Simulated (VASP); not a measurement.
Wanted: the native input for a VASP 6.6.1 run.

```
Task                   : single point
Functional             : PBEsol
Potentials or basis    : VASP PAW PBE potentials, release 64 (Na_pv, F)
Cutoff                 : 600 eV
k mesh                 : 8 × 8 × 8
Occupations            : gaussian, width 0.02 eV
Spin                   : no spin polarisation
Dipole correction      : no
Further INCAR settings : ALGO = Normal; EDIFF = 1e-06; NBANDS = 14
```

The structure of NaF (a.bB) lies in POSCAR:

```
NaF
1.0
    0.0000000000      2.3144067036      2.3144067036
    2.3144067036      0.0000000000      2.3144067036
    2.3144067036      2.3144067036      0.0000000000
Na F
1 1
Direct
    0.0000000000      0.0000000000      0.0000000000
    0.5000000000      0.5000000000      0.5000000000
```

These files were run (other wordings do the same):

INCAR

```
SYSTEM = NaF
PREC = Accurate
ENCUT = 600
EDIFF = 1E-6
ISMEAR = 0
SIGMA = 0.02
LREAL = .FALSE.
LASPH = .TRUE.
NELM = 120
ALGO = Normal
ISIF = 2
LWAVE = .FALSE.
LCHARG = .TRUE.
GGA = PS
LELF = .TRUE.
LVHAR = .TRUE.
NBANDS = 14
GGA_COMPAT = .FALSE.
```

KPOINTS

```
Automatic mesh
0
G
  8 8 8
  0 0 0
```

Potentials or basis: VASP PAW PBE potentials, release 64 (Na_pv, F).

Run with:

```sh
$ cat potpaw_PBE.64/Na_pv/POTCAR potpaw_PBE.64/F/POTCAR > POTCAR
$ mpirun -np 1 vasp_std > vasp.out
```

Results of the run:

- Pressure: -0.2 GPa
- Band gap on the k mesh: 6.18 eV, direct

Caveat: the PAW data sets were made with another functional, which shifts forces and pressure a little.

It took 32 s on 1 thread of AMD EPYC 7R13, with other jobs on the host, peak memory 0.12 GiB.
